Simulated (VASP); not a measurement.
Here is a VASP 6.6.1 calculation.

Contents of INCAR:

```
SYSTEM = AgCl
PREC     = Accurate       ! precision mode
ENCUT    = 520            ! plane-wave cutoff, eV
EDIFF    = 1E-6           ! SCF threshold, eV
ISMEAR   = -1             ! smearing method
SIGMA    = 0.03           ! smearing width, eV
LREAL    = .FALSE.        ! projectors in reciprocal space
LASPH    = .TRUE.         ! aspherical terms in the spheres
NELM     = 60             ! most SCF steps
ALGO     = Normal         ! electronic algorithm
ISIF     = 2              ! what is computed and relaxed
LWAVE    = .FALSE.        ! write WAVECAR
LCHARG   = .FALSE.        ! write CHGCAR
GGA      = CA             ! functional
NBANDS   = 16             ! bands
```

File KPOINTS:

```
regular mesh
0
G
  7 7 7
  0 0 0
```

Contents of POSCAR:

```
AgCl
1.0
    0.0000000000      2.7350000000      2.7350000000
    2.7350000000      0.0000000000      2.7350000000
    2.7350000000      2.7350000000      0.0000000000
Ag Cl
1 1
Direct
   -0.0450000000     -0.0450000000      0.0450000000
    0.5450000000      0.5450000000      0.4550000000
```

Potentials or basis: VASP PAW LDA potentials, release 64 (Ag, Cl).

Command:

```console
$ cat potpaw_LDA.64/Ag/POTCAR potpaw_LDA.64/Cl/POTCAR > POTCAR
$ mpirun -np 1 vasp_std > vasp.out
```

(1) Estimate the band gap on the k mesh.

(2) What does it give for the pressure?

(3) Predict the largest force.

Answers

(1) 0.98 eV, indirect (least direct gap 1.54 eV).

(2) 2.4 GPa.

(3) 1.870 eV/Å.

Caveat: the cell differs from its parent crystal (shortest bond scaled by 0.82); forces of over 1 eV/Å act on the atoms, so gaps and moduli don't describe the material at rest.
